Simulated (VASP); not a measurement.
The system is CdS.

```
Cd S
1.0
     4.31724    0.00000    0.00000
    -2.15862    3.73884    0.00000
     0.00000    0.00000    5.88055
Cd S
1 1
Direct
  0.00000 0.00000 0.44269
  0.66667 0.33333 0.43431
```

Base run:

```yaml
Program: VASP 6.6.1
Functional: PBEsol
Potentials_or_basis: VASP PAW PBE potentials, release 64 (Cd, S)
Cutoff: 520 eV
k_mesh: 7 × 7 × 5
Occupations: fermi-dirac, width 0.05 eV
Spin: no spin polarisation
```

Its results: band gap on the k mesh 1.32 eV (least direct gap 1.35 eV); pressure -2.2 GPa; largest force 0.023 eV/Å.

**Question.** The run is repeated on the same cell with these changes: functional from PBEsol to HSE06; k mesh from 7 × 7 × 5 to 4 × 4 × 4. What comes out?

**Answer.** Band gap on the k mesh 2.40 eV; pressure -1.6 GPa; largest force 0.025 eV/Å.

Several settings changed at once.

Caveats: some runs use coarse meshes; the PAW data sets were made with another functional, which shifts forces and pressure a little; an odd mesh through Γ misses points on the zone boundary, where band edges can lie (at least some runs).
